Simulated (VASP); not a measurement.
C: single point with PBEsol

The system is C.

```
C
1.0
     0.00000    1.78337    1.78337
     1.78337    0.00000    1.78337
     1.78337    1.78337    0.00000
C
2
Cartesian
  0.0000 0.0000 0.0000
  0.8917 0.8917 0.8917
```

```json
{
 "Program": "VASP 6.6.1",
 "Task": "single point",
 "Functional": "PBEsol",
 "Potentials or basis": "VASP PAW PBE potentials, release 64 (C)",
 "Cutoff": "520 eV",
 "k mesh": "12 × 12 × 12",
 "Occupations": "gaussian, width 0.01 eV",
 "Spin": "no spin polarisation"
}
```

```
Pressure               : -3.8 GPa
Band gap on the k mesh : 4.04 eV, indirect (least direct gap 5.54 eV)
```

Levels at points of the mesh, in eV from the valence-band top:
```
           k point  band 2  band 3  band 4  band 5  band 6  band 7
(0.00, 0.00, 0.00)    0.00    0.00    0.00    5.54    5.54    5.54
(0.50, 0.00, 0.00)  -13.47   -2.81   -2.81    8.38    8.38    8.84
(0.50, 0.50, 0.00)  -12.78   -6.34   -6.34    4.60    4.60   16.79
```

Wall time 18 s on 1 thread of AMD EPYC 7R13, on a shared host, peak memory 0.09 GiB.

Caveat: the PAW data sets were made with another functional, which shifts forces and pressure a little. A k mesh can miss the band edges.
